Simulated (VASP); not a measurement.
# InP in VASP: single point with PBE+D3(BJ)

Aim: the single point of InP with PBE+D3(BJ).

All numbers are computed with VASP 6.6.1; they aren't measurements. Logs are shortened: lines on timing, memory, paths and dates and some standing lists are left out, and cuts for length are marked.

## 1. The cell of the first run

The cell holds a slab with vacuum, 16 atoms: a = 8.335 Å, b = 8.335 Å, c = 25.242 Å, α = 90.00°, β = 90.00°, γ = 120.00°.

## 2. Single point, PBE+D3(BJ)

Input file INCAR:

```
ALGO = Normal ; DIPOL = 0.5 0.5 0.403
EDIFF = 1E-7 ; ENCUT = 520
GGA = PE ; IDIPOL = 3
ISIF = 2 ; ISMEAR = 0
IVDW = 12 ; LASPH = True
LCHARG = False ; LDIPOL = True
LREAL = Auto ; LWAVE = False
NBANDS = 86 ; NELM = 100
PREC = Accurate ; SIGMA = 0.05
```

Input file KPOINTS:

```
k-points
0
Gamma
  2 2 1
```

Input file POSCAR:

```
InP
1.0
    8.3347933365      0.0000000000      0.0000000000
   -4.1673966682      7.2181427647      0.0000000000
    0.0000000000      0.0000000000     25.2424314137
P In
8 8
Direct
    0.5000000000      0.0000000000      0.3169266807
    0.5000000000      0.5000000000      0.3169266807
    0.0000000000      0.0000000000      0.3169266807
    0.0000000000      0.5000000000      0.3169266807
    0.6660349504      0.8310074928      0.4576304780
    0.6661392667      0.3340855889      0.4576402210
    0.1643962633      0.8318873304      0.4616733514
    0.1686351087      0.3337404055      0.4584577947
    0.1666666667      0.8333333333      0.3506265359
    0.1666666667      0.3333333333      0.3506265359
    0.6666666667      0.8333333333      0.3506265359
    0.6666666667      0.3333333333      0.3506265359
    0.3343339070      0.6666744250      0.4872643537
    0.3346750602      0.1669118170      0.4874949548
    0.8301588771      0.6645219955      0.4890638647
    0.8326778202      0.1657323990      0.4816557737
```

Potentials or basis: VASP PAW PBE potentials, release 64 (P, In_d).

Started as:

```bash
$ cat potpaw_PBE.64/P/POTCAR potpaw_PBE.64/In_d/POTCAR > POTCAR
$ mpirun -np 1 vasp_std > vasp.out
```

OUTCAR:

```text
EDIFF = 1E-7
   ENCUT = 520
   GGA = PE
   ISIF = 2
   ISMEAR = 0
   IVDW = 12
   LASPH = True
   LREAL = Auto
   NELM = 100
   PREC = Accurate
 IVDW          = 12

 ion  position               nearest neighbor table
   1  0.500  0.000  0.317-  12 2.55   9 2.55  11 2.55
   2  0.500  0.500  0.317-  11 2.55  10 2.55  12 2.55
   3  0.000  0.000  0.317-  10 2.55  11 2.55   9 2.55
   4  0.000  0.500  0.317-   9 2.55  12 2.55  10 2.55
   5  0.666  0.831  0.458-  16 2.49  13 2.51  15 2.51  11 2.70
   6  0.666  0.334  0.458-  16 2.49  14 2.51  15 2.51  12 2.70
   7  0.164  0.832  0.462-  13 2.50  14 2.50  15 2.51   9 2.80
   8  0.169  0.334  0.458-  16 2.49  13 2.51  14 2.51  10 2.72
   9  0.167  0.833  0.351-   4 2.55   1 2.55   3 2.55   7 2.80
  10  0.167  0.333  0.351-   3 2.55   2 2.55   4 2.55   8 2.72
  11  0.667  0.833  0.351-   2 2.55   3 2.55   1 2.55   5 2.70
  12  0.667  0.333  0.351-   1 2.55   4 2.55   2 2.55   6 2.70
  13  0.334  0.667  0.487-   7 2.50   5 2.51   8 2.51
  14  0.335  0.167  0.487-   7 2.50   6 2.51   8 2.51
  15  0.830  0.665  0.489-   7 2.51   6 2.51   5 2.51
  16  0.833  0.166  0.482-   5 2.49   6 2.49   8 2.49

  LATTYP: Found a hexagonal cell.
 ALAT       =     8.3347933365
 C/A-ratio  =     3.0285611646

  Lattice vectors:

 A1 = (   8.3347933365,   0.0000000000,   0.0000000000)
 A2 = (  -4.1673966682,   7.2181427647,   0.0000000000)
 A3 = (   0.0000000000,   0.0000000000,  25.2424314137)

Analysis of symmetry for initial positions (statically):
=====================================================================
 Subroutine PRICEL returns:
 Original cell was already a primitive cell.

 Routine SETGRP: Setting up the symmetry group for a
 hexagonal supercell.

 Subroutine GETGRP returns: Found  1 space group operations
 (whereof  1 operations were pure point group operations)
 out of a pool of 24 trial point group operations.

The static configuration has the point symmetry C_1 .

Analysis of symmetry for dynamics (positions and initial velocities):
=====================================================================
 Subroutine PRICEL returns:
 Original cell was already a primitive cell.

 Routine SETGRP: Setting up the symmetry group for a
 hexagonal supercell.

 Subroutine GETGRP returns: Found  1 space group operations
 (whereof  1 operations were pure point group operations)
 out of a pool of 24 trial point group operations.

The dynamic configuration has the point symmetry C_1 .

 Subroutine INISYM returns: Found  1 space group operations
 (whereof  1 operations are pure point group operations),
 and found     1 'primitive' translations

----------------------------------------------------------------------------------------

                                     Primitive cell

  volume of cell :    1518.6283

  direct lattice vectors                    reciprocal lattice vectors
     8.334793337  0.000000000  0.000000000     0.119978980  0.069269896  0.000000000
    -4.167396668  7.218142765  0.000000000     0.000000000  0.138539792  0.000000000
     0.000000000  0.000000000 25.242431414     0.000000000  0.000000000  0.039615835

  length of vectors
     8.334793337  8.334793336 25.242431414     0.138539792  0.138539792  0.039615835

  position of ions in fractional coordinates (direct lattice)
     0.500000000  0.000000000  0.316926681
     0.500000000  0.500000000  0.316926681
     0.000000000  0.000000000  0.316926681
     1.000000000  0.500000000  0.316926681
     0.666034950  0.831007493  0.457630478
     0.666139267  0.334085589  0.457640221
[... 8 lines left out ...]
     0.830158877  0.664521996  0.489063865
     0.832677820  0.165732399  0.481655774

  ion indices of the primitive-cell ions
   primitive index   ion index
                 1           1
                 2           2
                 3           3
                 4           4
                 5           5
                 6           6
[... 8 lines left out ...]
                15          15
                16          16

----------------------------------------------------------------------------------------

 KPOINTS: k-points

Automatic generation of k-mesh.
 Grid dimensions read from file:
 generate k-points for:    2    2    1

 Generating k-lattice:

  Cartesian coordinates                     Fractional coordinates (reciprocal lattice)
     0.059989490  0.034634948  0.000000000     0.500000000 -0.000000000  0.000000000
     0.000000000  0.069269896  0.000000000     0.000000000  0.500000000  0.000000000
     0.000000000  0.000000000  0.039615835     0.000000000  0.000000000  1.000000000

  Length of vectors
     0.069269896  0.069269896  0.039615835

  Shift w.r.t. Gamma in fractional coordinates (k-lattice)
     0.000000000  0.000000000  0.000000000

 Subroutine IBZKPT returns following result:
 ===========================================

 Found      4 irreducible k-points:

 Following reciprocal coordinates:
            Coordinates               Weight
  0.000000  0.000000  0.000000      1.000000
  0.500000 -0.000000  0.000000      1.000000
  0.000000  0.500000  0.000000      1.000000
  0.500000  0.500000  0.000000      1.000000
   k-points           NKPTS =      4   k-points in BZ     NKDIM =      4   number of bands    NBANDS=     86
   number of dos      NEDOS =    301   number of ions     NIONS =     16
   total plane-waves  NPLWV = 786432
   dimension x,y,z NGX =    64 NGY =   64 NGZ =  192
   dimension x,y,z NGXF=   128 NGYF=  128 NGZF=  384
   ions per type =               8   8
   NGX,Y,Z   is equivalent  to a cutoff of  12.77, 12.77, 12.65 a.u.
   NGXF,Y,Z  is equivalent  to a cutoff of  25.53, 25.53, 25.29 a.u.
 SYSTEM =  unknown system
   PREC   = accura    normal or accurate (medium, high low for compatibility)
   ISTART =      0    job   : 0-new  1-cont  2-samecut
   ICHARG =      2    charge: 1-file 2-atom 10-const
   ISPIN  =      1    spin polarized calculation?
   LNONCOLLINEAR =      F non collinear calculations
   LSORBIT =      F    spin-orbit coupling
   LASPH  =      T    aspherical Exc in radial PAW
   ENCUT  =  520.0 eV  38.22 Ry    6.18 a.u.  15.50 15.50 46.93*2*pi/ulx,y,z
   NELM   =    100;   NELMIN=  2; NELMDL= -5     # of ELM steps
   EDIFF  = 0.1E-06   stopping-criterion for ELM
   LREAL  =      T    real-space projection
   EDIFFG = 0.1E-05   stopping-criterion for IOM
   NSW    =      0    number of steps for IOM
   IBRION =     -1    ionic relax: 0-MD 1-quasi-New 2-CG
   NFREE  =      0    steps in history (QN), initial steepest desc. (CG)
   ISIF   =      2    stress and relaxation
   ISYM   =      2    0-nonsym 1-usesym 2-fastsym
   POTIM  = 0.5000    time-step for ionic-motion
   TEBEG  =    0.0;   TEEND  =   0.0 temperature during run
   PSTRESS=    0.0 pullay stress
   NELECT =     144.0000    total number of electrons
   NUPDOWN=      -1.0000    fix difference up-down
   EMIN   =  10.00;   EMAX   =-10.00  energy-range for DOS
   EFERMI =   0.00;   METHOD = LEGACY
   ISMEAR =     0;   SIGMA  =   0.05  broadening in eV -4-tet -1-fermi 0-gaus
   EFERMI_NEDOS =   21; number of points for ismear=-14 and -15
   IALGO  =     38    algorithm
   IMIX   =      4    mixing-type and parameters
     AMIX     =   0.40;   BMIX     =  1.00
     AMIX_MAG =   1.60;   BMIX_MAG =  1.00
  volume/ion in A,a.u.               =      94.91       640.51
  Fermi-wavevector in a.u.,A,eV,Ry     =   0.746526  1.410730  7.582549  0.557302
  Thomas-Fermi vector in A             =   1.842368
   LORBIT       =      0    0 simple, 1 ext, 2 COOP (PROOUT), +10 PAW based schemes
   GGA     = PE    functional components
   LHFCALC =     F    Hartree Fock is set to
   AEXX    =    0.0000 exact exchange contribution
   IVDW    =    12    specifies the selected vdW correction
   LEPSILON=     F    determine dielectric tensor
   LRPA    =     F    only Hartree local field effects (RPA)
 non-spin polarized calculation
 Gauss-broadening in eV      SIGMA  =   0.05
  energy-cutoff  :      520.00
  volume of cell :     1518.63
 maximum number of plane-waves:     40953
 NGX is ok and might be reduce to    64
   NGX = 31   NGY = 31   NGZ = 93

 dipolmoment           0.000000      0.000000      0.000030 electrons x Angstroem

 number of electron     143.9999995 magnetization

 dipolmoment           0.000000      0.000000     -0.899817 electrons x Angstroem

 Free energy of the ion-electron system (eV)
  ---------------------------------------------------
  ext. energy  EPLUGINS =         0.00000000
  ---------------------------------------------------
  free energy    TOTEN  =       -60.42901593 eV

  energy without entropy =      -60.41140592  energy(sigma->0) =      -60.42021093

 E-fermi :  -1.5819     XC(G=0):  -3.0412

 val. band max:       -1.6181878633   @ k =   0.0000   0.0000   0.0000
 cond. band min:      -1.5466033740   @ k =   0.0000   0.0000   0.0000
 fundamental gap:      0.0715844893
 Fermi energy:        -1.5819229592

 k-point     1 :       0.0000    0.0000    0.0000
  band No.  band energies     occupation
      1     -17.2592      2.00000
      2     -17.2563      2.00000
      3     -17.2544      2.00000
      4     -17.2092      2.00000
      5     -17.1231      2.00000
      6     -17.1195      2.00000
[... 76 lines left out ...]
     83       0.7670      0.00000
     84       0.7716      0.00000

 k-point     2 :       0.5000   -0.0000    0.0000
  band No.  band energies     occupation
      1     -17.2478      2.00000
      2     -17.2432      2.00000
      3     -17.2365      2.00000
      4     -17.2025      2.00000
      5     -17.1390      2.00000
      6     -17.1194      2.00000
[... 76 lines left out ...]
     83       1.5754      0.00000
     84       1.5842      0.00000

 k-point     3 :       0.0000    0.5000    0.0000
  band No.  band energies     occupation
      1     -17.2481      2.00000
      2     -17.2445      2.00000
      3     -17.2370      2.00000
      4     -17.2007      2.00000
      5     -17.1339      2.00000
      6     -17.1210      2.00000
[... 76 lines left out ...]
     83       1.5590      0.00000
     84       1.5981      0.00000

 k-point     4 :       0.5000    0.5000    0.0000
  band No.  band energies     occupation
      1     -17.2481      2.00000
      2     -17.2457      2.00000
      3     -17.2364      2.00000
      4     -17.2002      2.00000
      5     -17.1322      2.00000
      6     -17.1193      2.00000
[... 76 lines left out ...]
     83       1.5564      0.00000
     84       1.5956      0.00000
 [bands above 84 left out]

------------------------ aborting loop because EDIFF is reached ----------------------------------------

 vacuum level on the upper side and lower side of the slab       (xc-potential included)        -1.381         1.264

 Edisp (eV)   -3.27300

 E8    (eV) :    -1.5190

  FORCE on cell =-STRESS in cart. coord.  units (eV):
  Direction    XX          YY          ZZ          XY          YZ          ZX
  --------------------------------------------------------------------------------------
  -------------------------------------------------------------------------------------
  Total       0.70478     0.72750    -1.53931    -0.00428     0.03653     0.00961
  in kB       0.74355     0.76752    -1.62400    -0.00452     0.03854     0.01014
  external pressure =       -0.04 kB  Pullay stress =        0.00 kB

 VOLUME and BASIS-vectors are now :
 -----------------------------------------------------------------------------
  energy-cutoff  :      520.00
  volume of cell :     1518.63
      direct lattice vectors                 reciprocal lattice vectors
     8.334793337  0.000000000  0.000000000     0.119978980  0.069269896  0.000000000
    -4.167396668  7.218142765  0.000000000     0.000000000  0.138539792  0.000000000
     0.000000000  0.000000000 25.242431414     0.000000000  0.000000000  0.039615835

 POSITION                                       TOTAL-FORCE (eV/Angst)
 -----------------------------------------------------------------------------------
      4.16740      0.00000      8.00000         0.004872      0.003212      0.550313
      2.08370      3.60907      8.00000        -0.003403     -0.000800      0.512734
      0.00000      0.00000      8.00000        -0.006388      0.006125      0.548995
     -2.08370      3.60907      8.00000         0.001736     -0.006972      0.549537
      2.08813      5.99833     11.55171         0.003324     -0.090380      0.258031
      4.15987      2.41148     11.55195        -0.074266      0.040072      0.258448
[... 8 lines left out ...]
      4.14988      4.79661     12.34516         0.045041      0.030261     -0.124055
      6.24952      1.19628     12.15816         0.020463      0.005674     -0.063246
 -----------------------------------------------------------------------------------
    total drift:                                0.012881     -0.023000      0.021114

  FREE ENERGIE OF THE ION-ELECTRON SYSTEM (eV)
  ---------------------------------------------------
  free  energy   TOTEN  =       -63.7020123583 eV

  energy  without entropy=      -63.6844023547  energy(sigma->0) =      -63.69320736

 vacuum level on the upper side and lower side of the slab         1.234         3.935
```

It took 32 min on 1 thread of Intel Xeon Platinum 8375C at 2.90GHz (Ice Lake), shared host; peak memory 1.6 GiB.

What came out:

| Item | Value |
| --- | --- |
| Free energy | -63.7020 eV |
| Largest force | 0.684 eV/Å |
| Band gap on the k mesh | 0.07 eV |
| Dispersion energy per atom | -0.205 eV |

Forces on the atoms (eV/Å):
```
P    0.005  0.003  0.550
P   -0.003 -0.001  0.513
P   -0.006  0.006  0.549
P    0.002 -0.007  0.550
P    0.003 -0.090  0.258
P   -0.074  0.040  0.258
P    0.011  0.009  0.030
P    0.064  0.036  0.216
In  -0.012 -0.003 -0.446
In   0.040  0.024 -0.628
In   0.007 -0.050 -0.682
In  -0.044  0.035 -0.681
In  -0.038  0.010 -0.152
In  -0.019 -0.048 -0.149
In   0.045  0.030 -0.124
In   0.020  0.006 -0.063
```

Caveat: the k points lie up to 0.44 Å⁻¹ apart; spin-orbit coupling is left out, which moves the levels of the heavy elements.
